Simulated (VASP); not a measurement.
# Si4Cl in VASP: single point with PBE+D3(BJ)

Aim: the single point of Si4Cl with PBE+D3(BJ).

All numbers are computed with VASP 6.6.1; they aren't measurements. Logs are shortened: lines on timing, memory, paths and dates and some standing lists are left out, and cuts for length are marked.

## (1) The cell of the first run

The cell holds a slab with vacuum, 20 atoms: a = 7.667 Å, b = 5.422 Å, c = 23.444 Å, α = 90.00°, β = 90.00°, γ = 90.00°.

## (2) Single point, PBE+D3(BJ)

INCAR

```
SYSTEM = Si4Cl
ALGO     = Normal         ! electronic algorithm
DIPOL    = 0.5 0.5 0.493
EDIFF    = 1E-6           ! SCF threshold, eV
ENCUT    = 520            ! plane-wave cutoff, eV
GGA      = PE             ! functional
IDIPOL   = 3            
ISIF     = 2              ! what is computed and relaxed
ISMEAR   = 0              ! smearing method
IVDW     = 12             ! dispersion correction
LASPH    = .True.         ! aspherical terms in the spheres
LCHARG   = .False.        ! write CHGCAR
LDIPOL   = .True.       
LREAL    = Auto         
LWAVE    = .False.        ! write WAVECAR
NBANDS   = 62             ! bands
NELM     = 60             ! most SCF steps
PREC     = Accurate       ! precision mode
SIGMA    = 0.05           ! smearing width, eV
```

KPOINTS

```
k-points
0
Gamma
  2 3 1
  0 0 0
```

POSCAR

```
Si4Cl
1.0
    7.6671877233      0.0000000000      0.0000000000
    0.0000000000      5.4215204318      0.0000000000
    0.0000000000      0.0000000000     23.4442129496
Si Cl
16 4
Direct
    0.2500000000      0.0000000000      0.4134846488
    0.7500000000      0.0000000000      0.4134846488
    0.5000000000      0.2500000000      0.4134846488
    0.0000000000      0.2500000000      0.4134846488
    0.5000000000      0.5000000000      0.4952445669
    0.0000000000      0.5000000000      0.4952445669
    0.7500000000      0.7500000000      0.4952445669
    0.2500000000      0.7500000000      0.4952445669
    0.7500000000      0.0091308449      0.5750064736
    0.2500000000      0.0091308449      0.5750064736
    0.0000000000      0.2408691551      0.5750064736
    0.5000000000      0.2408691551      0.5750064736
    0.0000000000      0.5157718464      0.6485963292
    0.5000000000      0.5157718464      0.6485963292
    0.2500000000      0.7342281536      0.6485963292
    0.7500000000      0.7342281536      0.6485963292
    0.2500000000      0.8573714030      0.3323298459
    0.7500000000      0.8573714030      0.3323298459
    0.5000000000      0.3926285970      0.3323298459
    0.0000000000      0.3926285970      0.3323298459
```

Potentials or basis: VASP PAW PBE potentials, release 64 (Si, Cl).

Run with:

```bash
cat potpaw_PBE.64/Si/POTCAR potpaw_PBE.64/Cl/POTCAR > POTCAR
mpirun -np 1 vasp_std > vasp.out
```

OUTCAR:

```text
SYSTEM = Si4Cl
   EDIFF = 1E-6
   ENCUT = 520
   GGA = PE
   ISIF = 2
   ISMEAR = 0
   IVDW = 12
   LASPH = .True.
   LREAL = Auto
   NELM = 60
   PREC = Accurate
 IVDW          = 12

 ion  position               nearest neighbor table
   1  0.250  0.000  0.413-  17 2.05   8 2.35   3 2.35   4 2.35
   2  0.750  0.000  0.413-  18 2.05   7 2.35   3 2.35   4 2.35
   3  0.500  0.250  0.413-  19 2.05   5 2.35   1 2.35   2 2.35
   4  0.000  0.250  0.413-  20 2.05   6 2.35   1 2.35   2 2.35
   5  0.500  0.500  0.495-  12 2.34   3 2.35   8 2.35   7 2.35
   6  0.000  0.500  0.495-  11 2.34   4 2.35   8 2.35   7 2.35
   7  0.750  0.750  0.495-   9 2.34   2 2.35   6 2.35   5 2.35
   8  0.250  0.750  0.495-  10 2.34   1 2.35   6 2.35   5 2.35
   9  0.750  0.009  0.575-  16 2.28  12 2.29  11 2.29   7 2.34
  10  0.250  0.009  0.575-  15 2.28  12 2.29  11 2.29   8 2.34
  11  0.000  0.241  0.575-  13 2.28  10 2.29   9 2.29   6 2.34
  12  0.500  0.241  0.575-  14 2.28  10 2.29   9 2.29   5 2.34
  13  0.000  0.516  0.649-  15 2.25  16 2.25  11 2.28
  14  0.500  0.516  0.649-  15 2.25  16 2.25  12 2.28
  15  0.250  0.734  0.649-  13 2.25  14 2.25  10 2.28
  16  0.750  0.734  0.649-  13 2.25  14 2.25   9 2.28
  17  0.250  0.857  0.332-   1 2.05
[... 11 lines left out ...]
 A1 = (   0.0000000000,  -5.4215204318,   0.0000000000)
 A2 = (   7.6671877233,   0.0000000000,   0.0000000000)
 A3 = (   0.0000000000,   0.0000000000,  23.4442129496)

Analysis of symmetry for initial positions (statically):
=====================================================================
 Subroutine PRICEL returns following result:

  LATTYP: Found a simple orthorhombic cell.
 ALAT       =     3.8335938616
 B/A-ratio  =     1.4142135624
 C/A-ratio  =     6.1154660081

  Lattice vectors:

 A1 = (   3.8335938616,   0.0000000000,   0.0000000000)
 A2 = (   0.0000000000,   5.4215204318,   0.0000000000)
 A3 = (   0.0000000000,   0.0000000000,  23.4442129496)

   2 primitive cells build up your supercell.

 Routine SETGRP: Setting up the symmetry group for a
 simple orthorhombic supercell.

 Subroutine GETGRP returns: Found  4 space group operations
 (whereof  2 operations were pure point group operations)
 out of a pool of  8 trial point group operations.

The static configuration has the point symmetry C_1h.
 The point group associated with its full space group is C_2v.

Analysis of symmetry for dynamics (positions and initial velocities):
=====================================================================
 Subroutine PRICEL returns following result:

  LATTYP: Found a simple orthorhombic cell.
 ALAT       =     3.8335938616
 B/A-ratio  =     1.4142135624
 C/A-ratio  =     6.1154660081

  Lattice vectors:

 A1 = (   3.8335938616,   0.0000000000,   0.0000000000)
 A2 = (   0.0000000000,   5.4215204318,   0.0000000000)
 A3 = (   0.0000000000,   0.0000000000,  23.4442129496)

   2 primitive cells build up your supercell.

 Routine SETGRP: Setting up the symmetry group for a
 simple orthorhombic supercell.

 Subroutine GETGRP returns: Found  4 space group operations
 (whereof  2 operations were pure point group operations)
 out of a pool of  8 trial point group operations.

The dynamic configuration has the point symmetry C_1h.
 The point group associated with its full space group is C_2v.

 Subroutine INISYM returns: Found  4 space group operations
 (whereof  2 operations are pure point group operations),
 and found     2 'primitive' translations

----------------------------------------------------------------------------------------

                                     Primitive cell

  volume of cell :     487.2624

  direct lattice vectors                    reciprocal lattice vectors
     3.833593862  0.000000000  0.000000000     0.260851837  0.000000000  0.000000000
     0.000000000  5.421520432  0.000000000     0.000000000  0.184450103  0.000000000
     0.000000000  0.000000000 23.444212950     0.000000000  0.000000000  0.042654450

  length of vectors
     3.833593862  5.421520432 23.444212950     0.260851837  0.184450103  0.042654450

  position of ions in fractional coordinates (direct lattice)
     0.500000000  0.000000000  0.413484649
     0.000000000  0.250000000  0.413484649
     0.000000000  0.500000000  0.495244567
     0.500000000  0.750000000  0.495244567
     0.500000000  0.009130845  0.575006474
     0.000000000  0.240869155  0.575006474
     0.000000000  0.515771846  0.648596329
     0.500000000  0.734228154  0.648596329
     0.500000000  0.857371403  0.332329846
     0.000000000  0.392628597  0.332329846

  ion indices of the primitive-cell ions
   primitive index   ion index
                 1           1
                 2           3
                 3           5
                 4           8
                 5          10
                 6          11
                 7          13
                 8          15
                 9          17
                10          19

----------------------------------------------------------------------------------------

 KPOINTS: k-points

Automatic generation of k-mesh.
 Grid dimensions read from file:
 generate k-points for:    2    3    1

 Generating k-lattice:

  Cartesian coordinates                     Fractional coordinates (reciprocal lattice)
     0.065212959  0.000000000  0.000000000     0.500000000  0.000000000  0.000000000
     0.000000000  0.061483368  0.000000000     0.000000000  0.333333333  0.000000000
     0.000000000  0.000000000  0.042654450     0.000000000  0.000000000  1.000000000

  Length of vectors
     0.065212959  0.061483368  0.042654450

  Shift w.r.t. Gamma in fractional coordinates (k-lattice)
     0.000000000  0.000000000  0.000000000

 Subroutine IBZKPT returns following result:
 ===========================================

 Found      4 irreducible k-points:

 Following reciprocal coordinates:
            Coordinates               Weight
  0.000000  0.000000  0.000000      1.000000
  0.500000  0.000000  0.000000      1.000000
  0.000000  0.333333  0.000000      2.000000
  0.500000  0.333333  0.000000      2.000000
   k-points           NKPTS =      4   k-points in BZ     NKDIM =      4   number of bands    NBANDS=     62
   number of dos      NEDOS =    301   number of ions     NIONS =     20
   total plane-waves  NPLWV = 432000
   dimension x,y,z NGX =    60 NGY =   40 NGZ =  180
   dimension x,y,z NGXF=   120 NGYF=   80 NGZF=  360
   ions per type =              16   4
   NGX,Y,Z   is equivalent  to a cutoff of  13.01, 12.27, 12.76 a.u.
   NGXF,Y,Z  is equivalent  to a cutoff of  26.02, 24.53, 25.53 a.u.
 SYSTEM =  Si4Cl
   PREC   = accura    normal or accurate (medium, high low for compatibility)
   ISTART =      0    job   : 0-new  1-cont  2-samecut
   ICHARG =      2    charge: 1-file 2-atom 10-const
   ISPIN  =      1    spin polarized calculation?
   LNONCOLLINEAR =      F non collinear calculations
   LSORBIT =      F    spin-orbit coupling
   LASPH  =      T    aspherical Exc in radial PAW
   ENCUT  =  520.0 eV  38.22 Ry    6.18 a.u.  14.26 10.08 43.59*2*pi/ulx,y,z
   NELM   =     60;   NELMIN=  2; NELMDL= -5     # of ELM steps
   EDIFF  = 0.1E-05   stopping-criterion for ELM
   LREAL  =      T    real-space projection
   EDIFFG = 0.1E-04   stopping-criterion for IOM
   NSW    =      0    number of steps for IOM
   IBRION =     -1    ionic relax: 0-MD 1-quasi-New 2-CG
   NFREE  =      0    steps in history (QN), initial steepest desc. (CG)
   ISIF   =      2    stress and relaxation
   ISYM   =      2    0-nonsym 1-usesym 2-fastsym
   POTIM  = 0.5000    time-step for ionic-motion
   TEBEG  =    0.0;   TEEND  =   0.0 temperature during run
   PSTRESS=    0.0 pullay stress
   NELECT =      92.0000    total number of electrons
   NUPDOWN=      -1.0000    fix difference up-down
   EMIN   =  10.00;   EMAX   =-10.00  energy-range for DOS
   EFERMI =   0.00;   METHOD = LEGACY
   ISMEAR =     0;   SIGMA  =   0.05  broadening in eV -4-tet -1-fermi 0-gaus
   EFERMI_NEDOS =   21; number of points for ismear=-14 and -15
   IALGO  =     38    algorithm
   IMIX   =      4    mixing-type and parameters
     AMIX     =   0.40;   BMIX     =  1.00
     AMIX_MAG =   1.60;   BMIX_MAG =  1.00
  volume/ion in A,a.u.               =      48.73       328.82
  Fermi-wavevector in a.u.,A,eV,Ry     =   0.745429  1.408657  7.560280  0.555665
  Thomas-Fermi vector in A             =   1.841014
   LORBIT       =      0    0 simple, 1 ext, 2 COOP (PROOUT), +10 PAW based schemes
   GGA     = PE    functional components
   LHFCALC =     F    Hartree Fock is set to
   AEXX    =    0.0000 exact exchange contribution
   IVDW    =    12    specifies the selected vdW correction
   LEPSILON=     F    determine dielectric tensor
   LRPA    =     F    only Hartree local field effects (RPA)
 non-spin polarized calculation
 Gauss-broadening in eV      SIGMA  =   0.05
  energy-cutoff  :      520.00
  volume of cell :      974.52
 maximum number of plane-waves:     26274
 NGX is ok and might be reduce to    60
   NGX = 29   NGY = 21   NGZ = 87

 number of electron      92.0000003 magnetization

 dipolmoment           0.000000      0.000000     -0.181572 electrons x Angstroem

 Free energy of the ion-electron system (eV)
  ---------------------------------------------------
  ext. energy  EPLUGINS =         0.00000000
  ---------------------------------------------------
  free energy    TOTEN  =       -93.57729051 eV

  energy without entropy =      -93.56156896  energy(sigma->0) =      -93.56942973

 E-fermi :  -0.8791     XC(G=0):  -4.4693

 val. band max:       -0.9643260211   @ k =   0.0000   0.3333   0.0000
 cond. band min:      -0.8557034880   @ k =   0.0000   0.3333   0.0000
 fundamental gap:      0.1086225331
 Fermi energy:        -0.8790504804

 k-point     1 :       0.0000    0.0000    0.0000
  band No.  band energies     occupation
      1     -17.0153      2.00000
      2     -16.4940      2.00000
      3     -16.4940      2.00000
      4     -16.1725      2.00000
      5     -12.6629      2.00000
      6     -11.3639      2.00000
[... 233 lines left out ...]
     57       2.6904      0.00000
     58       2.6904      0.00000
 [bands above 58 left out]

------------------------ aborting loop because EDIFF is reached ----------------------------------------

 vacuum level on the upper side and lower side of the slab       (xc-potential included)        -0.747         0.033

 Edisp (eV)   -5.03409

 E8    (eV) :    -2.1086

  FORCE on cell =-STRESS in cart. coord.  units (eV):
  Direction    XX          YY          ZZ          XY          YZ          ZX
  --------------------------------------------------------------------------------------
  -------------------------------------------------------------------------------------
  Total       8.54596    13.86763    -1.60815     0.00000     0.00000     0.00000
  in kB      14.05008    22.79921    -2.64390     0.00000     0.00000     0.00000
  external pressure =       11.40 kB  Pullay stress =        0.00 kB

 VOLUME and BASIS-vectors are now :
 -----------------------------------------------------------------------------
  energy-cutoff  :      520.00
  volume of cell :      974.52
      direct lattice vectors                 reciprocal lattice vectors
     7.667187723  0.000000000  0.000000000     0.130425918  0.000000000  0.000000000
     0.000000000  5.421520432  0.000000000     0.000000000  0.184450103  0.000000000
     0.000000000  0.000000000 23.444212950     0.000000000  0.000000000  0.042654450

 POSITION                                       TOTAL-FORCE (eV/Angst)
 -----------------------------------------------------------------------------------
      1.91680      0.00000      9.69382         0.000000      0.535721      0.106257
      5.75039      0.00000      9.69382         0.000000      0.535721      0.106257
      3.83359      1.35538      9.69382         0.000000     -0.535721      0.106257
      0.00000      1.35538      9.69382         0.000000     -0.535721      0.106257
      3.83359      2.71076     11.61062         0.000000      0.380396     -0.149445
      0.00000      2.71076     11.61062         0.000000      0.380396     -0.149445
[... 12 lines left out ...]
      3.83359      2.12864      7.79121         0.000000     -0.022895      0.046128
      0.00000      2.12864      7.79121         0.000000     -0.022895      0.046128
 -----------------------------------------------------------------------------------
    total drift:                                0.000000      0.000000     -0.028206

  FREE ENERGIE OF THE ION-ELECTRON SYSTEM (eV)
  ---------------------------------------------------
  free  energy   TOTEN  =       -98.6113765123 eV

  energy  without entropy=      -98.5956549691  energy(sigma->0) =      -98.60351574

 vacuum level on the upper side and lower side of the slab         3.563         4.381
```

Wall time 7.7 min (1 thread of Intel Xeon Platinum 8559C (Emerald Rapids), shared host); peak memory 0.84 GiB.

Results:

```yaml
Free_energy: -98.6114 eV
Largest_force: 0.546 eV/Å
Band_gap_on_the_k_mesh: zero (bands 46 and 47 overlap by 0.13 eV)
Dispersion_energy_per_atom: -0.252 eV
```

Forces in eV/Å, atoms in the order of the input:
```
Si   0.000  0.536  0.106
Si   0.000  0.536  0.106
Si   0.000 -0.536  0.106
Si   0.000 -0.536  0.106
Si   0.000  0.380 -0.149
Si   0.000  0.380 -0.149
Si   0.000 -0.380 -0.149
Si   0.000 -0.380 -0.149
Si   0.000 -0.003 -0.005
Si   0.000 -0.003 -0.005
Si   0.000  0.003 -0.005
Si   0.000  0.003 -0.005
Si   0.000  0.006  0.002
Si   0.000  0.006  0.002
Si   0.000 -0.006  0.002
Si   0.000 -0.006  0.002
Cl   0.000  0.023  0.046
Cl   0.000  0.023  0.046
Cl   0.000 -0.023  0.046
Cl   0.000 -0.023  0.046
```

Caveat: the k points lie up to 0.41 Å⁻¹ apart.

The gap in the log of VASP goes by the Fermi energy; the results here count the filled bands.